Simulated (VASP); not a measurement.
A run of VASP 6.6.1 is set up as follows.

Contents of INCAR:

```
PREC = Accurate ; ENCUT = 520
EDIFF = 1E-7 ; ISMEAR = 0
SIGMA = 1.0 ; LREAL = False
LASPH = True ; NELM = 60
ALGO = Normal ; ISIF = 2
LWAVE = False ; LCHARG = False
NBANDS = 9
```

The input KPOINTS:

```
regular mesh
0
Gamma
  16 16 9
```

File POSCAR:

```
Be
1.0
    2.2295160349      0.0000000000      0.0000000000
   -1.1147580175      1.9308175243      0.0000000000
    0.0000000000      0.0000000000      3.5083258361
Be
2
Direct
    0.3333333333      0.6666666667      0.2500000000
    0.6666666667      0.3333333333      0.7500000000
```

Potentials or basis: VASP PAW LDA potentials, release 64 (Be).

Run with:

```console
$ cat potpaw_LDA.64/Be/POTCAR > POTCAR
$ mpirun -np 1 vasp_std > vasp.out
```

(1) What does it give for the band gap on the k mesh?

(2) Estimate the pressure.

Results:

(1) zero (band 2 reaches 8.05 eV, above the bottom of band 3 at 6.47 eV).

(2) 0.8 GPa.
